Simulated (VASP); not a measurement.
# Al2O3 (R-3c) in VASP: further runs, part 2 of 2

VASP 6.6.1.

### Step 3. Single point, PBE

The input, INCAR:

```
PREC = Accurate
ENCUT = 520
EDIFF = 1E-6
ISMEAR = -1
SIGMA = 0.05
LREAL = F
LASPH = T
NELM = 100
ALGO = Normal
ISIF = 2
LWAVE = F
LCHARG = F
GGA = PE
NBANDS = 35
```

The input, KPOINTS:

```
Automatic mesh
0
Gamma
  7 7 7
```

The input, POSCAR:

```
Al2O3
1.0
    2.3642746864      1.3650146266      4.3027928600
   -2.3642746864      1.3650146266      4.3027928600
    0.0000000000     -2.7300292533      4.3027928600
Al O
4 6
Direct
    0.8521600000      0.8521600000      0.8521600000
    0.6478400000      0.6478400000      0.6478400000
    0.1478400000      0.1478400000      0.1478400000
    0.3521600000      0.3521600000      0.3521600000
    0.0566800000      0.7500000000      0.4433200000
    0.7500000000      0.4433200000      0.0566800000
    0.4433200000      0.0566800000      0.7500000000
    0.9433200000      0.2500000000      0.5566800000
    0.2500000000      0.5566800000      0.9433200000
    0.5566800000      0.9433200000      0.2500000000
```

Potentials or basis: VASP PAW PBE potentials, release 64 (Al, O).

Command:

```
$ cat potpaw_PBE.64/Al/POTCAR potpaw_PBE.64/O/POTCAR > POTCAR
$ mpirun -np 1 vasp_std > vasp.out
```

OUTCAR:

```text
PREC = Accurate
   ENCUT = 520
   EDIFF = 1E-6
   ISMEAR = -1
   LREAL = F
   LASPH = T
   NELM = 100
   ISIF = 2
   GGA = PE

 ion  position               nearest neighbor table
   1  0.852  0.852  0.852-   8 1.84   9 1.84  10 1.84   6 1.96   7 1.96   5 1.96   2 2.64   3 2.77
                             3 2.77   3 2.77   2 3.20   2 3.20   2 3.20
   2  0.648  0.648  0.648-   9 1.84   8 1.84  10 1.84   5 1.96   7 1.96   6 1.96   1 2.64   4 2.77
                             4 2.77   4 2.77   1 3.20   1 3.20   1 3.20
   3  0.148  0.148  0.148-   5 1.84   6 1.84   7 1.84   9 1.96  10 1.96   8 1.96   4 2.64   1 2.77
                             1 2.77   1 2.77   4 3.20   4 3.20   4 3.20
   4  0.352  0.352  0.352-   6 1.84   5 1.84   7 1.84   8 1.96  10 1.96   9 1.96   3 2.64   2 2.77
                             2 2.77   2 2.77   3 3.20   3 3.20   3 3.20
   5  0.057  0.750  0.443-   3 1.84   4 1.84   2 1.96   1 1.96
   6  0.750  0.443  0.057-   4 1.84   3 1.84   1 1.96   2 1.96
   7  0.443  0.057  0.750-   3 1.84   4 1.84   1 1.96   2 1.96
   8  0.943  0.250  0.557-   1 1.84   2 1.84   4 1.96   3 1.96
   9  0.250  0.557  0.943-   2 1.84   1 1.84   3 1.96   4 1.96
  10  0.557  0.943  0.250-   1 1.84   2 1.84   3 1.96   4 1.96
[... 208 lines left out ...]
 Fermi energy:         7.4802316055

 k-point     1 :       0.0000    0.0000    0.0000
  band No.  band energies     occupation
      1     -13.0287      2.00000
      2     -10.6153      2.00000
      3     -10.3249      2.00000
      4     -10.3249      2.00000
      5     -10.0025      2.00000
      6     -10.0025      2.00000
[... 901 lines left out ...]
     34      20.1400      0.00000
     35      20.4162      0.00000

 [... further k-points ...]
[... 5 lines left out ...]
  --------------------------------------------------------------------------------------
  -------------------------------------------------------------------------------------
  Total        6.7809744      6.7809744      6.2326781      0.0000000     -0.0000000      0.0000000
  in kB      130.3964484    130.3964484    119.8528456      0.0000000     -0.0000000      0.0000000
  external PRESSURE =     126.8819141 kB  Pullay stress =       0.0000000 kB

 VOLUME and BASIS-vectors are now :
 -----------------------------------------------------------------------------
  energy-cutoff  :      520.00
  volume of cell :       83.32
      direct lattice vectors                 reciprocal lattice vectors
     2.364274686  1.365014627  4.302792860     0.211481349  0.122098814  0.077469064
    -2.364274686  1.365014627  4.302792860    -0.211481349  0.122098814  0.077469064
     0.000000000 -2.730029253  4.302792860     0.000000000 -0.244197628  0.077469064

 POSITION                                       TOTAL-FORCE (eV/Angst)
 -----------------------------------------------------------------------------------
      0.00000     -0.00000     11.00000        -0.000000      0.000000     -0.039865
      0.00000     -0.00000      8.36256        -0.000000     -0.000000      0.039865
      0.00000     -0.00000      1.90837        -0.000000     -0.000000      0.039865
      0.00000     -0.00000      4.54581        -0.000000      0.000000     -0.039865
     -1.63920     -0.10915      5.37849        -0.003187     -0.005521     -0.000000
      0.72508      1.47416      5.37849        -0.003187      0.005521     -0.000000
      0.91412     -1.36501      5.37849         0.006375     -0.000000     -0.000000
      1.63920      0.10915      7.52989         0.003187      0.005521     -0.000000
     -0.72508     -1.47416      7.52989         0.003187     -0.005521     -0.000000
     -0.91412      1.36501      7.52989        -0.006375      0.000000     -0.000000
 -----------------------------------------------------------------------------------
    total drift:                               -0.000000      0.000000     -0.000000

  FREE ENERGIE OF THE ION-ELECTRON SYSTEM (eV)
  ---------------------------------------------------
  free  energy   TOTEN  =       -74.6445707796 eV

  energy  without entropy=      -74.6445707796  energy(sigma->0) =      -74.64457078
```

stdout:

```text
POSCAR found type information on POSCAR AlO
 POSCAR found :  2 types and      10 ions
 scaLAPACK will be used
 LDA part: xc-table for (Slater+PW92), standard interpolation
 POSCAR, INCAR and KPOINTS ok, starting setup
 FFT: planning ... GRIDC
 FFT: planning ... GRID_SOFT
 FFT: planning ... GRID
 WAVECAR not read
 entering main loop
```

It took 3.8 min on 1 thread of Intel Xeon 8259CL, shared host; peak memory 0.28 GiB.

What came out:

| Quantity | Value |
| --- | --- |
| Free energy | -74.6446 eV |
| Pressure | 12.7 GPa |
| Largest force | 0.040 eV/Å |
| Band gap on the k mesh | 6.47 eV |

Forces in eV/Å, atoms in the order of the input:
```
Al   0.000  0.000 -0.040
Al   0.000  0.000  0.040
Al   0.000  0.000  0.040
Al   0.000  0.000 -0.040
O   -0.003 -0.006  0.000
O   -0.003  0.006  0.000
O    0.006  0.000  0.000
O    0.003  0.006  0.000
O    0.003 -0.006  0.000
O   -0.006  0.000  0.000
```

Levels at points of the mesh, in eV from the valence-band top:
```csv
k point,band 20,band 21,band 22,band 23,band 24,band 25,band 26,band 27,band 28,band 29
"(0.00, 0.00, 0.00)",-0.52,-0.52,-0.05,-0.05,0.00,6.47,9.30,10.99,11.70,11.70
```

Caveat: the cell stands under pressure. A k mesh can miss the band edges.

### Step 4. Single point, PBEsol+D3(BJ)

This run uses another cell than the first one, of 8.43 Å³/atom.

The input, INCAR:

```
SYSTEM = Al2O3
PREC     = Accurate       ! precision mode
ENCUT    = 520            ! plane-wave cutoff, eV
EDIFF    = 1E-7           ! SCF threshold, eV
ISMEAR   = -1             ! smearing method
SIGMA    = 0.05           ! smearing width, eV
LREAL    = .False.        ! projectors in reciprocal space
LASPH    = .True.         ! aspherical terms in the spheres
NELM     = 80             ! most SCF steps
ALGO     = Normal         ! electronic algorithm
ISIF     = 2              ! what is computed and relaxed
LWAVE    = .False.        ! write WAVECAR
LCHARG   = .True.         ! write CHGCAR
GGA      = PS             ! functional
IVDW     = 12             ! dispersion correction
LELF     = .True.         ! ELF
LVHAR    = .True.       
NBANDS   = 35             ! bands
```

The input, KPOINTS:

```
regular mesh
0
Gamma
  7 7 7
  0 0 0
```

The input, POSCAR:

```
Al2O3
1.0
    2.3752379056      1.3713442442      4.3146959464
   -2.3752379056      1.3713442442      4.3146959464
    0.0000000000     -2.7426884884      4.3146959464
Al O
4 6
Direct
    0.8520441226      0.8520441226      0.8520441226
    0.6479558774      0.6479558774      0.6479558774
    0.1479558774      0.1479558774      0.1479558774
    0.3520441226      0.3520441226      0.3520441226
    0.0560142425      0.7500000000      0.4439857575
    0.7500000000      0.4439857575      0.0560142425
    0.4439857575      0.0560142425      0.7500000000
    0.9439857575      0.2500000000      0.5560142425
    0.2500000000      0.5560142425      0.9439857575
    0.5560142425      0.9439857575      0.2500000000
```

Potentials or basis: VASP PAW PBE potentials, release 64 (Al, O).

Command:

```
$ cat potpaw_PBE.64/Al/POTCAR potpaw_PBE.64/O/POTCAR > POTCAR
$ mpirun -np 1 vasp_std > vasp.out
```

OUTCAR:

```text
SYSTEM = Al2O3
   PREC = Accurate
   ENCUT = 520
   EDIFF = 1E-7
   ISMEAR = -1
   LREAL = .False.
   LASPH = .True.
   NELM = 80
   ISIF = 2
   GGA = PS
   IVDW = 12
 IVDW          = 12

 ion  position               nearest neighbor table
   1  0.852  0.852  0.852-   9 1.85  10 1.85   8 1.85   7 1.96   5 1.96   6 1.96   2 2.64   3 2.79
                             3 2.79   3 2.79   2 3.21   2 3.21   2 3.21
   2  0.648  0.648  0.648-   8 1.85  10 1.85   9 1.85   7 1.96   5 1.96   6 1.96   1 2.64   4 2.79
                             4 2.79   4 2.79   1 3.21   1 3.21   1 3.21
   3  0.148  0.148  0.148-   6 1.85   7 1.85   5 1.85  10 1.96   9 1.96   8 1.96   4 2.64   1 2.79
                             1 2.79   1 2.79   4 3.21   4 3.21   4 3.21
   4  0.352  0.352  0.352-   5 1.85   7 1.85   6 1.85  10 1.96   9 1.96   8 1.96   3 2.64   2 2.79
                             2 2.79   2 2.79   3 3.21   3 3.21   3 3.21
   5  0.056  0.750  0.444-   4 1.85   3 1.85   1 1.96   2 1.96
   6  0.750  0.444  0.056-   3 1.85   4 1.85   1 1.96   2 1.96
   7  0.444  0.056  0.750-   3 1.85   4 1.85   1 1.96   2 1.96
   8  0.944  0.250  0.556-   2 1.85   1 1.85   3 1.96   4 1.96
   9  0.250  0.556  0.944-   1 1.85   2 1.85   3 1.96   4 1.96
  10  0.556  0.944  0.250-   1 1.85   2 1.85   3 1.96   4 1.96

[... 1119 lines left out ...]
     35      19.8927      0.00000

 [... further k-points ...]

------------------------ aborting loop because EDIFF is reached ----------------------------------------

 Edisp (eV)   -1.96305

 E8    (eV) :    -1.1843

  FORCE on cell =-STRESS in cart. coord.  units (eV):
  Direction    XX          YY          ZZ          XY          YZ          ZX
  --------------------------------------------------------------------------------------
  -------------------------------------------------------------------------------------
  Total       0.07107     0.07107     0.02107     0.00000     0.00000     0.00000
  in kB       1.35036     1.35036     0.40037     0.00000     0.00000     0.00000
  external pressure =        1.03 kB  Pullay stress =        0.00 kB

 VOLUME and BASIS-vectors are now :
 -----------------------------------------------------------------------------
  energy-cutoff  :      520.00
  volume of cell :       84.32
      direct lattice vectors                 reciprocal lattice vectors
     2.375237906  1.371344244  4.314695946     0.210505229  0.121535251  0.077255347
    -2.375237906  1.371344244  4.314695946    -0.210505229  0.121535251  0.077255347
     0.000000000 -2.742688488  4.314695946     0.000000000 -0.243070502  0.077255347

 POSITION                                       TOTAL-FORCE (eV/Angst)
 -----------------------------------------------------------------------------------
      0.00000      0.00000     11.02893        -0.000000     -0.000000     -0.002355
      0.00000      0.00000      8.38720        -0.000000     -0.000000      0.002355
      0.00000      0.00000      1.91515        -0.000000     -0.000000      0.002355
      0.00000      0.00000      4.55689        -0.000000     -0.000000     -0.002355
     -1.64838     -0.11239      5.39337        -0.002632     -0.004558      0.000000
      0.72686      1.48374      5.39337        -0.002632      0.004558      0.000000
      0.92152     -1.37134      5.39337         0.005264     -0.000000      0.000000
      1.64838      0.11239      7.55072         0.002632      0.004558      0.000000
     -0.72686     -1.48374      7.55072         0.002632     -0.004558      0.000000
     -0.92152      1.37134      7.55072        -0.005264     -0.000000      0.000000
 -----------------------------------------------------------------------------------
    total drift:                               -0.000000      0.000000      0.000000

  FREE ENERGIE OF THE ION-ELECTRON SYSTEM (eV)
  ---------------------------------------------------
  free  energy   TOTEN  =       -80.6093490443 eV

  energy  without entropy=      -80.6093490443  energy(sigma->0) =      -80.60934904
```

OSZICAR:

```text
N       E                     dE             d eps       ncg     rms          rms(c)
DAV:   1     0.221289439617E+03    0.22129E+03   -0.25529E+04  3080   0.131E+03
DAV:   2    -0.737946020810E+02   -0.29508E+03   -0.28519E+03  3911   0.285E+02
DAV:   3    -0.858505215118E+02   -0.12056E+02   -0.12019E+02  3997   0.588E+01
DAV:   4    -0.859416355812E+02   -0.91114E-01   -0.91061E-01  3872   0.590E+00
DAV:   5    -0.859427095985E+02   -0.10740E-02   -0.10739E-02  3862   0.641E-01    0.166E+01
DAV:   6    -0.787169526406E+02    0.72258E+01   -0.24641E+01  3751   0.263E+01    0.602E+00
DAV:   7    -0.786759737928E+02    0.40979E-01   -0.75740E-01  3709   0.427E+00    0.324E+00
DAV:   8    -0.786470255853E+02    0.28948E-01   -0.75370E-02  3764   0.211E+00    0.628E-01
DAV:   9    -0.786460558787E+02    0.96971E-03   -0.17256E-02  4024   0.680E-01    0.327E-01
DAV:  10    -0.786463318051E+02   -0.27593E-03   -0.50892E-04  3482   0.135E-01    0.701E-02
DAV:  11    -0.786463009333E+02    0.30872E-04   -0.24876E-04  3848   0.887E-02    0.252E-02
DAV:  12    -0.786463022269E+02   -0.12935E-05   -0.10595E-05  3744   0.200E-02    0.590E-03
DAV:  13    -0.786463015062E+02    0.72071E-06   -0.30118E-06  3840   0.957E-03    0.100E-03
DAV:  14    -0.786463014066E+02    0.99530E-07   -0.89894E-08  2365   0.191E-03
   1 F= -.80609349E+02 E0= -.80609349E+02  d E =-.224933E-10
```

Wall time 4.2 min (1 thread of Intel Xeon 8259CL, shared host); peak memory 0.29 GiB.

What came out:

```yaml
Free_energy: -80.6093 eV
Pressure: 0.1 GPa
Largest_force: 0.005 eV/Å
Band_gap_on_the_k_mesh: 6.22 eV
Dispersion_energy_per_atom: -0.196 eV
```

Forces on the atoms (eV/Å):
```
Al   0.000  0.000 -0.002
Al   0.000  0.000  0.002
Al   0.000  0.000  0.002
Al   0.000  0.000 -0.002
O   -0.003 -0.005  0.000
O   -0.003  0.005  0.000
O    0.005  0.000  0.000
O    0.003  0.005  0.000
O    0.003 -0.005  0.000
O   -0.005  0.000  0.000
```

Stress tensor (GPa, compression positive):
```
0.14 0.00 0.00
0.00 0.14 0.00
0.00 0.00 0.04
```

Caveat: the PAW data sets were made with another functional, which shifts forces and pressure a little.

### Step 5. Summary

```tsv
level	cell	gap on the mesh (eV)	pressure (GPa)	largest force (eV/Å)
BLYP+D3(BJ)	a = 5.096 Å, angles 55.3°, 10 atoms, atomic positions A	6.74	7.4	0.05
PBE	a = 5.096 Å, angles 55.3°, 10 atoms, atomic positions A	6.47	12.7	0.04
PBEsol+D3(BJ)	a = 5.113 Å, angles 55.4°, 10 atoms, atomic positions B	6.22	0.1	0.01
```

Alike in all rows: task single point; potentials or basis VASP PAW PBE potentials, release 64 (Al, O); no spin polarisation; k mesh 7 × 7 × 7; cutoff (eV) 520; smearing fermi-dirac 0.05 eV.

Caveats: the cell stands under pressure (at least some runs); the PAW data sets were made with another functional, which shifts forces and pressure a little (at least some runs).

Total energies depend on the potentials used, so only differences within one code and one set of settings carry meaning.

### Step 6. Comparison with measurements

Step 4. Against the measured gap of Al2O3, 8.7 eV (optical; quoted in “Multi-petahertz electron interference in Cr:Al2O3 solid-state material”, 2018, pmc:5906618), the calculated 6.22 eV is off by -2.48 eV. The value is that of PBEsol+D3(BJ) on a finite k mesh, which can miss the band edges, without temperature or zero-point motion. Semilocal functionals fall short of measured gaps as a rule.
